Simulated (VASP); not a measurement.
Write the native input for VASP 6.6.1 that does the following.

| Property | Result |
| --- | --- |
| Task | relaxation of cell and atoms |
| Functional | r2SCAN |
| Dispersion | D4 |
| Potentials or basis | VASP PAW PBE potentials, release 64 (In_d, P) |
| Cutoff | 600 eV |
| k mesh | 8 × 8 × 8 |
| Occupations | fermi-dirac, width 0.05 eV |
| Spin | no spin polarisation |
| Dipole correction | no |
| Further INCAR settings | ALGO = Normal; EDIFF = 1e-06; IBRION = 2; EDIFFG = -0.01; NSW = 60; ISIF = 3 |

The system is InP.

```xyz
2
Lattice="0.0000 2.9305 2.9305 2.9305 0.0000 2.9305 2.9305 2.9305 0.0000" Properties=species:S:1:pos:R:3 pbc="T T T"
In    0.0000    0.0000    0.0000
P     4.3957    4.3957    4.3957
```

The input as run:

POSCAR

```
InP
1.0
    0.0000000000      2.9305000000      2.9305000000
    2.9305000000      0.0000000000      2.9305000000
    2.9305000000      2.9305000000      0.0000000000
In P
1 1
Direct
    0.0000000000      0.0000000000      0.0000000000
    0.7500000000      0.7500000000      0.7500000000
```

INCAR.step1

```
  PREC = Accurate
  ENCUT = 600
  ISMEAR = -1
  SIGMA = 0.05
  LREAL = False
  LASPH = True
  NELM = 60
  GGA = PE
  ALGO = Normal
  EDIFF = 1E-4
  LWAVE = True
  LCHARG = False
```

INCAR.step2

```
  PREC = Accurate
  ENCUT = 600
  EDIFF = 1E-6
  ISMEAR = -1
  SIGMA = 0.05
  LREAL = False
  LASPH = True
  NELM = 60
  ALGO = Normal
  ISIF = 3
  LWAVE = False
  LCHARG = False
  METAGGA = R2SCAN
  LMIXTAU = True
  IVDW = 13
  VDW_S6 = 1.0
  VDW_S8 = 0.6018749
  VDW_A1 = 0.51559235
  VDW_A2 = 5.77342911
  IBRION = 2
  NSW = 60
  EDIFFG = -0.01
  ISTART = 1
```

KPOINTS

```
regular mesh
0
Gamma
  8 8 8
```

Potentials or basis: VASP PAW PBE potentials, release 64 (In_d, P).

The run is started by

```sh
$ cat potpaw_PBE.64/In_d/POTCAR potpaw_PBE.64/P/POTCAR > POTCAR
$ cp INCAR.step1 INCAR
$ mpirun -np 1 vasp_std > vasp.out
$ cp INCAR.step2 INCAR
$ mpirun -np 1 vasp_std > vasp.out
```

It gave:

| Quantity | Value |
| --- | --- |
| Relaxed volume | 25.48 Å³/atom |
| Relaxed cell | a = 4.162 Å, b = 4.162 Å, c = 4.162 Å, α = 60.00°, β = 60.00°, γ = 60.00° |
| Space group after relaxing (to 0.1 Å) | F-43m (No. 216) |
| Energy gained by relaxing | 0.9 meV/atom |
| Ionic steps | 3 |
| Pressure after relaxing | 0.0 GPa |
| Band gap on the k mesh | 1.10 eV |
| Dispersion energy per atom | -0.118 eV |

Caveat: the PAW data sets were made with another functional, which shifts forces and pressure a little; spin-orbit coupling is left out, which moves the levels of the heavy elements.

It took 3.7 min on 1 thread of AMD EPYC 9R45 96-Core Processor (Zen 5), with other jobs on the host, peak memory 0.21 GiB.
